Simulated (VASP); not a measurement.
Wanted: the native input for a VASP 6.6.1 run.

| Property | Result |
| --- | --- |
| Task | single point |
| Functional | PBEsol |
| Potentials or basis | VASP PAW PBE potentials, release 64 (Ba_sv, Ti_sv, O) |
| Cutoff | 520 eV |
| k mesh | 4 × 4 × 4 |
| Occupations | gaussian, width 0.02 eV |
| Spin | no spin polarisation |
| Dipole correction | no |
| Further INCAR settings | ALGO = Normal; EDIFF = 1e-06; NBANDS = 28 |

The structure of BaTiO3 lies in POSCAR:

```
BaTiO3
1.0
    2.8193782869      1.6423719920      2.2963980085
   -2.8265732902      1.6079329908      2.3294340357
   -0.0334225516     -3.2905616540      2.3412718630
Ba Ti O
1 1 3
Direct
    0.0026354493      0.0148621033      0.0353983570
    0.5181817518      0.5016307606      0.5229100921
    0.4831800789      0.4750976295      0.9688660862
    0.4779043671      0.9706272881      0.4676554668
    1.0205296430      0.4990537475      0.4955453533
```

One way to write it, as run:

INCAR

```
SYSTEM = BaTiO3
PREC = Accurate
ENCUT = 520
EDIFF = 1E-6
ISMEAR = 0
SIGMA = 0.02
LREAL = .FALSE.
LASPH = .TRUE.
NELM = 100
ALGO = Normal
ISIF = 2
LWAVE = .FALSE.
LCHARG = .FALSE.
GGA = PS
NBANDS = 28
```

KPOINTS

```
regular mesh
0
G
  4 4 4
  0 0 0
```

Potentials or basis: VASP PAW PBE potentials, release 64 (Ba_sv, Ti_sv, O).

The run is started by

```bash
$ cat potpaw_PBE.64/Ba_sv/POTCAR potpaw_PBE.64/Ti_sv/POTCAR potpaw_PBE.64/O/POTCAR > POTCAR
$ mpirun -np 1 vasp_std > vasp.out
```

It gave:

```yaml
Pressure: 1.8 GPa
Largest_force: 1.516 eV/Å
Band_gap_on_the_k_mesh: 2.09 eV (least direct gap 2.46 eV)
```

Caveat: the PAW data sets were made with another functional, which shifts forces and pressure a little; spin-orbit coupling is left out, which moves the levels of the heavy elements.

It took 98 s on 1 thread of Intel Xeon 8259CL, on a shared host, peak memory 0.21 GiB.
